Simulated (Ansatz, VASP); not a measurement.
## V: VASP beside Ansatz

```
V
1.0
    -1.46761    1.46761    1.51300
     1.46761   -1.46761    1.51300
     1.46761    1.46761   -1.51300
V
1
Direct
  0.00000 0.00000 0.00000
```

Change from the starting cell: equal xx and yy strain of -3 %, crystal datasets.

Alike in both runs: task electric field gradients; functional PBEsol; k mesh 19 × 19 × 19; occupations fermi-dirac, width 0.03 eV; collinear spin.

```csv
,VASP,Ansatz
version,VASP 6.6.1,Ansatz 0.2.0
potentials or method,"VASP PAW PBE potentials, release 64 (V_sv), cutoff 520 eV","all-electron PAW with datasets made for the crystal, scalar-relativistic"
```

```csv
,VASP,Ansatz,Ansatz less VASP
pressure (GPa),-1.1,-1.4,-0.26
"traceless stress, the component that is largest in VASP (GPa)",-3.13,-3.14,-0.005
net moment per atom (μB),0.00,0.00,0.000
size of Vzz on the site where it differs most (V/Å²),3.3,3.3,+0.01
```

VASP's potentials were made for PBE, not for PBEsol. Ansatz ran all-electron here, and VASP with PAW potentials. Ansatz's warnings: seeded moment not kept.
